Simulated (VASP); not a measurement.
# SrGaGe (P-6m2) in VASP: further runs

SrGaGe is run at these levels: LDA; tasks: single point.

Everything below comes from runs of VASP 6.6.1. Logs are shortened: lines on timing, memory, paths and dates and some standing lists are left out, and cuts for length are marked.

**1. The cell of the first run**

Symmetry: P-6m2, No. 187, hexagonal system. Conventional cell: a = 4.269 Å, b = 4.269 Å, c = 4.712 Å, α = 90.00°, β = 90.00°, γ = 120.00°. Within 4.5 Å of Sr (site symmetry -6m2) lie 6 Ga at 3.41 Å and 6 Ge at 3.41 Å and 6 Sr at 4.27 Å. Within 3.3 Å of Ga (site symmetry -6m2) lie 3 Ge at 2.46 Å. Ge (site symmetry -6m2) has 3 Ga at 2.46 Å within 3.3 Å.

**2. Single point, LDA**

Contents of INCAR:

```
SYSTEM = SrGaGe
PREC = Accurate ; ENCUT = 520
EDIFF = 1E-7 ; ISMEAR = 0
SIGMA = 0.15 ; LREAL = .False.
LASPH = .True. ; NELM = 80
ALGO = Normal ; ISIF = 2
LWAVE = .False. ; LCHARG = .False.
GGA = CA ; NBANDS = 26
```

Contents of KPOINTS:

```
regular mesh
0
Gamma
  8 8 6
  0 0 0
```

Contents of POSCAR:

```
SrGaGe
1.0
    4.2694062100      0.0000000000      0.0000000000
   -2.1347031000      3.6974142300      0.0000000000
    0.0000000000      0.0000000000      4.7116895000
Sr Ga Ge
1 1 1
Direct
    0.0000000000      0.0000000000      0.0000000000
    0.3333333333      0.6666666667      0.5000000000
    0.6666666667      0.3333333333      0.5000000000
```

Potentials or basis: VASP PAW LDA potentials, release 64 (Sr_sv, Ga_d, Ge_d).

Run with:

```console
$ cat potpaw_LDA.64/Sr_sv/POTCAR potpaw_LDA.64/Ga_d/POTCAR potpaw_LDA.64/Ge_d/POTCAR > POTCAR
$ mpirun -np 1 vasp_std > vasp.out
```

OUTCAR:

```text
SYSTEM = SrGaGe
   PREC = Accurate
   ENCUT = 520
   EDIFF = 1E-7
   ISMEAR = 0
   LREAL = .False.
   LASPH = .True.
   NELM = 80
   ISIF = 2
   GGA = CA

 ion  position               nearest neighbor table
   1  0.000  0.000  0.000-   2 3.41   2 3.41   3 3.41   3 3.41   2 3.41   3 3.41   2 3.41   3 3.41
                             3 3.41   3 3.41   2 3.41   2 3.41
   2  0.333  0.667  0.500-   3 2.46   3 2.46   3 2.46   1 3.41   1 3.41   1 3.41   1 3.41   1 3.41
                             1 3.41
   3  0.667  0.333  0.500-   2 2.46   2 2.46   2 2.46   1 3.41   1 3.41   1 3.41   1 3.41   1 3.41
                             1 3.41

  LATTYP: Found a hexagonal cell.
 ALAT       =     4.2694062100
 C/A-ratio  =     1.1035936306

  Lattice vectors:

 A1 = (   4.2694062100,   0.0000000000,   0.0000000000)
 A2 = (  -2.1347031000,   3.6974142300,   0.0000000000)
 A3 = (   0.0000000000,   0.0000000000,   4.7116895000)

Analysis of symmetry for initial positions (statically):
=====================================================================
 Subroutine PRICEL returns:
 Original cell was already a primitive cell.

 Routine SETGRP: Setting up the symmetry group for a
 hexagonal supercell.

 Subroutine GETGRP returns: Found 12 space group operations
 (whereof 12 operations were pure point group operations)
 out of a pool of 24 trial point group operations.

The static configuration has the point symmetry D_3h.

Analysis of symmetry for dynamics (positions and initial velocities):
=====================================================================
 Subroutine PRICEL returns:
 Original cell was already a primitive cell.

 Routine SETGRP: Setting up the symmetry group for a
 hexagonal supercell.

 Subroutine GETGRP returns: Found 12 space group operations
 (whereof 12 operations were pure point group operations)
 out of a pool of 24 trial point group operations.

The dynamic configuration has the point symmetry D_3h.

 Subroutine INISYM returns: Found 12 space group operations
 (whereof 12 operations are pure point group operations),
 and found     1 'primitive' translations

----------------------------------------------------------------------------------------

                                     Primitive cell

  volume of cell :      74.3776

  direct lattice vectors                    reciprocal lattice vectors
     4.269406210  0.000000000  0.000000000     0.234224609  0.135229641  0.000000000
    -2.134703100  3.697414230  0.000000000     0.000000000  0.270459283  0.000000000
[... 83 lines left out ...]
   LSORBIT =      F    spin-orbit coupling
   LASPH  =      T    aspherical Exc in radial PAW
   ENCUT  =  520.0 eV  38.22 Ry    6.18 a.u.   7.94  7.94  8.76*2*pi/ulx,y,z
   NELM   =     80;   NELMIN=  2; NELMDL= -5     # of ELM steps
   EDIFF  = 0.1E-06   stopping-criterion for ELM
   LREAL  =      F    real-space projection
   EDIFFG = 0.1E-05   stopping-criterion for IOM
   NSW    =      0    number of steps for IOM
   IBRION =     -1    ionic relax: 0-MD 1-quasi-New 2-CG
   NFREE  =      0    steps in history (QN), initial steepest desc. (CG)
   ISIF   =      2    stress and relaxation
   ISYM   =      2    0-nonsym 1-usesym 2-fastsym
   POTIM  = 0.5000    time-step for ionic-motion
   TEBEG  =    0.0;   TEEND  =   0.0 temperature during run
   PSTRESS=    0.0 pullay stress
   NELECT =      37.0000    total number of electrons
   NUPDOWN=      -1.0000    fix difference up-down
   EMIN   =  10.00;   EMAX   =-10.00  energy-range for DOS
   EFERMI =   0.00;   METHOD = LEGACY
   ISMEAR =     0;   SIGMA  =   0.15  broadening in eV -4-tet -1-fermi 0-gaus
   EFERMI_NEDOS =   21; number of points for ismear=-14 and -15
   IALGO  =     38    algorithm
   IMIX   =      4    mixing-type and parameters
     AMIX     =   0.40;   BMIX     =  1.00
     AMIX_MAG =   1.60;   BMIX_MAG =  1.00
  volume/ion in A,a.u.               =      24.79       167.31
  Fermi-wavevector in a.u.,A,eV,Ry     =   1.297163  2.451283 22.893607  1.682633
  Thomas-Fermi vector in A             =   2.428573
   LORBIT       =      0    0 simple, 1 ext, 2 COOP (PROOUT), +10 PAW based schemes
   GGA     = CA    functional components
   LHFCALC =     F    Hartree Fock is set to
   AEXX    =    0.0000 exact exchange contribution
   IVDW    =     0    specifies the selected vdW correction
   LEPSILON=     F    determine dielectric tensor
   LRPA    =     F    only Hartree local field effects (RPA)
 non-spin polarized calculation
 Gauss-broadening in eV      SIGMA  =   0.15
  energy-cutoff  :      520.00
  volume of cell :       74.38
 maximum number of plane-waves:      2022
 NGX is ok and might be reduce to    32
   NGX = 15   NGY = 15   NGZ = 17

 number of electron      37.0000004 magnetization

 Free energy of the ion-electron system (eV)
  ---------------------------------------------------
  ext. energy  EPLUGINS =         0.00000000
  ---------------------------------------------------
  free energy    TOTEN  =       -12.45822063 eV

  energy without entropy =      -12.44068924  energy(sigma->0) =      -12.44945494

 E-fermi :   4.2846     XC(G=0): -10.1222

 val. band max:        4.2617943098   @ k =   0.2500   0.0000   0.0000
 cond. band min:       4.2900288083   @ k =   0.1250   0.0000   0.0000
 fundamental gap:      0.0282344984
 Fermi energy:         4.2846367124

 k-point     1 :       0.0000    0.0000    0.0000
  band No.  band energies     occupation
      1     -31.1356      2.00000
      2     -20.4504      2.00000
      3     -20.4504      2.00000
      4     -20.3902      2.00000
      5     -20.3902      2.00000
      6     -20.3899      2.00000
[... 685 lines left out ...]
     25      10.4950      0.00000
     26      11.0915      0.00000

 [... further k-points ...]
[... 5 lines left out ...]
  --------------------------------------------------------------------------------------
  -------------------------------------------------------------------------------------
  Total       -1.3152772     -1.3152772     -1.3973012     -0.0000000     -0.0000000      0.0000000
  in kB      -28.3325471    -28.3325470    -30.0994373     -0.0000000     -0.0000000      0.0000000
  external PRESSURE =     -28.9215105 kB  Pullay stress =       0.0000000 kB

 VOLUME and BASIS-vectors are now :
 -----------------------------------------------------------------------------
  energy-cutoff  :      520.00
  volume of cell :       74.38
      direct lattice vectors                 reciprocal lattice vectors
     4.269406210  0.000000000  0.000000000     0.234224609  0.135229641  0.000000000
    -2.134703100  3.697414230  0.000000000     0.000000000  0.270459283  0.000000000
     0.000000000  0.000000000  4.711689500     0.000000000  0.000000000  0.212238094

 POSITION                                       TOTAL-FORCE (eV/Angst)
 -----------------------------------------------------------------------------------
      0.00000      0.00000      0.00000        -0.000000     -0.000000      0.000000
      0.00000      2.46494      2.35584         0.000000      0.000000      0.000000
      2.13470      1.23247      2.35584        -0.000000      0.000000      0.000000
 -----------------------------------------------------------------------------------
    total drift:                                0.000003     -0.000002      0.000000

  FREE ENERGIE OF THE ION-ELECTRON SYSTEM (eV)
  ---------------------------------------------------
  free  energy   TOTEN  =       -12.4582206309 eV

  energy  without entropy=      -12.4406892446  energy(sigma->0) =      -12.44945494
```

OSZICAR:

```text
N       E                     dE             d eps       ncg     rms          rms(c)
DAV:   1     0.293791355019E+03    0.29379E+03   -0.18387E+04  2348   0.273E+03
DAV:   2     0.301686679140E+02   -0.26362E+03   -0.25465E+03  2136   0.594E+02
DAV:   3    -0.107305340373E+02   -0.40899E+02   -0.40507E+02  2482   0.159E+02
DAV:   4    -0.125735761196E+02   -0.18430E+01   -0.18369E+01  2852   0.342E+01
DAV:   5    -0.126527720931E+02   -0.79196E-01   -0.79108E-01  3180   0.584E+00    0.163E+01
DAV:   6    -0.125059895762E+02    0.14678E+00   -0.23973E-01  3306   0.515E+00    0.959E+00
DAV:   7    -0.124589091354E+02    0.47080E-01   -0.15573E-01  3080   0.324E+00    0.586E-01
DAV:   8    -0.124582099321E+02    0.69920E-03   -0.19107E-02  2960   0.109E+00    0.239E-01
DAV:   9    -0.124582091205E+02    0.81161E-06   -0.11726E-03  2946   0.251E-01    0.115E-01
DAV:  10    -0.124582201695E+02   -0.11049E-04   -0.13055E-04  2954   0.121E-01    0.311E-02
DAV:  11    -0.124582207142E+02   -0.54475E-06   -0.13564E-05  2556   0.415E-02    0.684E-03
DAV:  12    -0.124582206275E+02    0.86748E-07   -0.14158E-06  3120   0.127E-02    0.215E-03
DAV:  13    -0.124582206309E+02   -0.34479E-08   -0.79786E-08  1434   0.305E-03
   1 F= -.12458221E+02 E0= -.12449455E+02  d E =-.175314E-01
```

stdout:

```text
POSCAR found type information on POSCAR SrGaGe
 POSCAR found :  3 types and       3 ions
 scaLAPACK will be used
 LDA part: xc-table for (Slater(with rela. corr.)+CA(PZ))
 , standard interpolation
 POSCAR, INCAR and KPOINTS ok, starting setup
 FFT: planning ... GRIDC
 FFT: planning ... GRID_SOFT
 FFT: planning ... GRID
 WAVECAR not read
 entering main loop
```

Wall time 51 s (1 thread of AMD EPYC 7R13 (Zen 3), shared host); peak memory 0.19 GiB.

Results:

```
Free energy : -12.4582 eV
Pressure    : -2.9 GPa
```

**3. Single point, LDA**

Contents of INCAR:

```
PREC = Accurate
ENCUT = 520
EDIFF = 1E-7
ISMEAR = 0
SIGMA = 0.15
LREAL = F
LASPH = T
NELM = 100
ALGO = Normal
ISIF = 2
LWAVE = F
LCHARG = F
GGA = CA
NBANDS = 26
```

Contents of KPOINTS:

```
Automatic mesh
0
Gamma
  8 8 6
```

POSCAR is that of step 2.

Potentials or basis: VASP PAW LDA potentials, release 64 (Sr_sv, Ga_d, Ge_d).

Run with:

```console
$ cat potpaw_LDA.64/Sr_sv/POTCAR potpaw_LDA.64/Ga_d/POTCAR potpaw_LDA.64/Ge_d/POTCAR > POTCAR
$ mpirun -np 1 vasp_std > vasp.out
```

It took 50 s on 1 thread of AMD EPYC 7R13 (Zen 3), shared host; peak memory 0.19 GiB.

Results (log left out):

```yaml
Free_energy: -12.4582 eV
Pressure: -2.9 GPa
```

Stress tensor (GPa, compression positive):
```
-2.83  0.00  0.00
 0.00 -2.83  0.00
 0.00  0.00 -3.01
```

Levels at points of the mesh, in eV from the Fermi level:
```
           k point  band 17  band 18  band 19  band 20  band 21  band 22
(0.00, 0.00, 0.00)    -1.32    -1.32    -1.03    -0.06     2.95     2.95
(0.50, 0.00, 0.00)    -2.38    -1.50    -0.74     1.55     2.42     3.33
(0.00, 0.00, 0.50)    -0.87    -0.87    -0.58     1.42     1.42     2.64
(0.50, 0.00, 0.50)    -2.76    -1.91    -1.29     0.62     3.77     4.93
```
